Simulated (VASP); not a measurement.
A run of VASP 6.6.1 is set up as follows.

INCAR

```
ALGO     = Normal         # electronic algorithm
EDIFF    = 1E-7           # SCF threshold, eV
ENCUT    = 520            # plane-wave cutoff, eV
GGA      = PE             # functional
ISIF     = 2              # what is computed and relaxed
ISMEAR   = 0              # smearing method
LASPH    = T              # aspherical terms in the spheres
LCHARG   = F              # write CHGCAR
LREAL    = F              # projectors in reciprocal space
LWAVE    = F              # write WAVECAR
NBANDS   = 11             # bands
NELM     = 60             # most SCF steps
PREC     = Accurate       # precision mode
SIGMA    = 0.05           # smearing width, eV
```

File KPOINTS:

```
k-points
0
Gamma
  12 12 12
```

File POSCAR:

```
C
1.0
    0.0000000000      1.7388150000      1.7388150000
    1.7834000000     -0.0445850000      1.7834000000
    1.7834000000      1.7834000000     -0.0445850000
C
2
Direct
    0.5000000000      0.5000000000      0.5000000000
    0.7500000000      0.7500000000      0.7500000000
```

Potentials or basis: VASP PAW PBE potentials, release 64 (C).

Launch:

```bash
$ cat potpaw_PBE.64/C/POTCAR > POTCAR
$ mpirun -np 1 vasp_std > vasp.out
```

Q: Predict the largest force.

A: 0.162 eV/Å.

Q: Predict the pressure.

A: 3.8 GPa.

Q: Predict the band gap on the k mesh.

A: 3.79 eV, indirect (least direct gap 4.82 eV).

Stress tensor (GPa, compression positive):
```
 2.79  0.00  0.00
 0.00  4.27 28.56
 0.00 28.56  4.27
```

Caveat: the cell differs from its parent crystal (strain -0.0500 x Voigt [0, 0, 0, 1, 0, 0]). A k mesh can miss the band edges.
